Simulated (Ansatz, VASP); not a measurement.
La3O2: VASP beside Ansatz

```xyz
5
Lattice="3.6885 0.0000 0.0000 -1.8443 3.1944 0.0000 0.0000 0.0000 9.4581" Properties=species:S:1:pos:R:3 pbc="T T T"
La    0.0000    2.1296    6.4857
La    1.8443    1.0648    2.9725
La    0.0000    0.0000    0.0000
O     0.0000    2.1296    1.3749
O     1.8443    1.0648    8.0832
```

Change from the starting cell: species swapped into the Mg3Sb2 type (P-3m1, No. 164).

Alike in both runs: functional PBE; k mesh 12 × 12 × 4; occupations gaussian, width 0.1 eV; no spin polarisation.

Ansatz relaxed the structure, and its values are those at the end. VASP's run is a single point on that final structure, the one shown.

|  | VASP | Ansatz |
| --- | --- | --- |
| version | VASP 6.6.1 | Ansatz 0.2.0 |
| potentials or method | VASP PAW PBE potentials, release 64 (La, O), cutoff 520 eV | scalar-relativistic, plane waves, PAW |
| valence electrons in the cell | 45 | 45 |

Ansatz gave:

```
gap on the k mesh at the Fermi level (eV) : none
pressure (GPa)                            : 0.0
```

Question: Estimate VASP's values.

Answer: gap on the k mesh at the Fermi level (eV): none; pressure (GPa): -0.1.

A gap of «none» marks a metal or a gap that the smearing closes.

Spin-orbit coupling is off throughout.
